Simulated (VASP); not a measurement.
Crystal: TaBe3Al.

```
CELL_PARAMETERS angstrom
3.72352 0.00000 0.00000
0.00000 3.72352 0.00000
0.00000 0.00000 3.72352
ATOMIC_POSITIONS crystal
Ta 0.50000 0.50000 0.50000
Be 0.00000 0.50000 0.50000
Be 0.50000 0.00000 0.50000
Be 0.50000 0.50000 0.00000
Al 0.00000 0.00000 0.00000
```

| Item | Value |
| --- | --- |
| Program | VASP 6.6.1 |
| Task | relaxation of cell and atoms |
| Functional | PBE |
| Potentials or basis | VASP PAW PBE potentials, release 64 (Ta_pv, Be, Al) |
| Cutoff | 600 eV |
| k mesh | 6 × 6 × 6 |
| Occupations | gaussian, width 0.1 eV |
| Spin | no spin polarisation |

At the start: pressure 74.8 GPa; volume 10.32 Å³/atom.

Task: Where does the relaxation end?

Result: Over 4 steps the energy falls by 1108.3 meV/atom and the volume is 17.58 Å³/atom (+70.2 %); space group Pm-3m (No. 221, to 0.05 Å).

The path:
```
step  energy change (eV)  largest force (eV/Å)  pressure (GPa)  volume (Å³)
   1              0.0000                0.0000           74.75        51.62
   2             -5.4194                0.0000           -4.02        96.63
   3             -5.5359                0.0000            1.06        85.92
   4             -5.5416                0.0000           -0.12        87.89
```

Final structure:
```xyz
5
Lattice="4.4460 0.0000 0.0000 0.0000 4.4460 0.0000 0.0000 0.0000 4.4460" Properties=species:S:1:pos:R:3 pbc="T T T"
Ta    2.2230    2.2230    2.2230
Be    0.0000    2.2230    2.2230
Be    2.2230    0.0000    2.2230
Be    2.2230    2.2230    0.0000
Al    0.0000    0.0000    0.0000
```

Caveat: the volume moved by over 15 % at a fixed basis, so the end points are rough.
